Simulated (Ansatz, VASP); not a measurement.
# One calculation of CaO, two programs

```xyz
2
Lattice="0.0000 2.3057 2.3057 2.3057 0.0000 2.3057 2.3057 2.3057 0.0000" Properties=species:S:1:pos:R:3 pbc="T T T"
Ca    0.0000    0.0000    0.0000
O     2.3057    2.3057    2.3057
```

Alike in both runs: task single point; functional LDA; k mesh 8 × 8 × 8; occupations gaussian, width 0.02 eV; no spin polarisation.

|  | VASP | Ansatz |
| --- | --- | --- |
| version | VASP 6.6.1 | Ansatz 0.2.0 |
| potentials or method | VASP PAW LDA potentials, release 64 (Ca_sv, O), cutoff 600 eV | scalar-relativistic, plane waves, PAW |
| valence electrons in the cell | 16 | 16 |

```csv
,VASP,Ansatz,Ansatz less VASP
gap on the k mesh at the Fermi level (eV),3.36,3.39,+0.032
least direct gap on the mesh (eV),3.69,3.72,+0.034
pressure (GPa),10.3,9.1,-1.16
```

Ansatz warns that its potentials were made for another functional, while VASP's fit it. LDA's correlation is that of Perdew and Zunger in VASP and of Perdew and Wang (1992) in Ansatz.
